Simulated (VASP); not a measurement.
Here is a VASP 6.6.1 calculation.

The input INCAR:

```
SYSTEM = AlN
PREC     = Accurate       ! precision mode
ENCUT    = 520            ! plane-wave cutoff, eV
EDIFF    = 1E-6           ! SCF threshold, eV
ISMEAR   = 0              ! smearing method
SIGMA    = 0.01           ! smearing width, eV
LREAL    = .FALSE.        ! projectors in reciprocal space
LASPH    = .TRUE.         ! aspherical terms in the spheres
NELM     = 100            ! most SCF steps
ALGO     = Normal         ! electronic algorithm
ISIF     = 2              ! what is computed and relaxed
LWAVE    = .FALSE.        ! write WAVECAR
LCHARG   = .FALSE.        ! write CHGCAR
GGA      = CA             ! functional
NBANDS   = 16             ! bands
```

KPOINTS

```
Automatic mesh
0
G
  8 8 4
  0 0 0
```

File POSCAR:

```
AlN
1.0
    3.0590908068      0.0000000000      0.0000000000
   -1.5295454034      2.6492503512      0.0000000000
    0.0000000000      0.0000000000      4.8837778518
Al N
2 2
Direct
    0.3333333333      0.6666666667     -0.0013467968
    0.6666666667      0.3333333333      0.4986532032
    0.3333333333      0.6666666667      0.3813467968
    0.6666666667      0.3333333333      0.8813467968
```

Potentials or basis: VASP PAW LDA potentials, release 64 (Al, N).

Run with:

```console
$ cat potpaw_LDA.64/Al/POTCAR potpaw_LDA.64/N/POTCAR > POTCAR
$ mpirun -np 1 vasp_std > vasp.out
```

Q: What does it give for the pressure?

A: 7.7 GPa.

Q: What does it give for the band gap on the k mesh?

A: 4.69 eV, direct.

A k mesh can miss the band edges.
